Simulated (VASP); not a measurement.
Set up this calculation in VASP 6.6.1, as the native input.

- Task: single point
- Functional: PBEsol
- Potentials or basis: VASP PAW PBE potentials, release 64 (Si)
- Cutoff: 520 eV
- k mesh: 10 × 10 × 10
- Occupations: gaussian, width 0.03 eV
- Spin: no spin polarisation
- Dipole correction: no
- Further INCAR settings: ALGO = Normal; EDIFF = 1e-06; NBANDS = 16

The structure of Si lies in POSCAR:

```
Si
1.0
   -3.3221878747      3.3221878747      1.9186812134
    3.3221878747     -3.3221878747      1.9186812134
    3.3221878747      3.3221878747     -1.9186812134
Si
4
Direct
    0.1787304307      0.1787304307      0.3574608613
    0.8212695693      0.8212695693      0.6425391387
    0.1787304307      0.8212695693      0.0000000000
    0.8212695693      0.1787304307      0.0000000000
```

One way to write it, as run:

INCAR

```
PREC = Accurate
ENCUT = 520
EDIFF = 1E-6
ISMEAR = 0
SIGMA = 0.03
LREAL = False
LASPH = True
NELM = 60
ALGO = Normal
ISIF = 2
LWAVE = False
LCHARG = True
GGA = PS
LELF = True
LVHAR = True
NBANDS = 16
```

KPOINTS

```
Automatic mesh
0
Gamma
  10 10 10
```

Potentials or basis: VASP PAW PBE potentials, release 64 (Si).

Command:

```console
$ cat potpaw_PBE.64/Si/POTCAR > POTCAR
$ mpirun -np 1 vasp_std > vasp.out
```

Results of the run:

* Pressure: 0.1 GPa
* Largest force: 0.003 eV/Å
* Band gap on the k mesh: 0.23 eV (least direct gap 0.29 eV)

Caveat: the PAW data sets were made with another functional, which shifts forces and pressure a little.

Run time: 3.3 min on 1 thread of Intel Xeon 8259CL, on a shared host, peak memory 0.29 GiB.
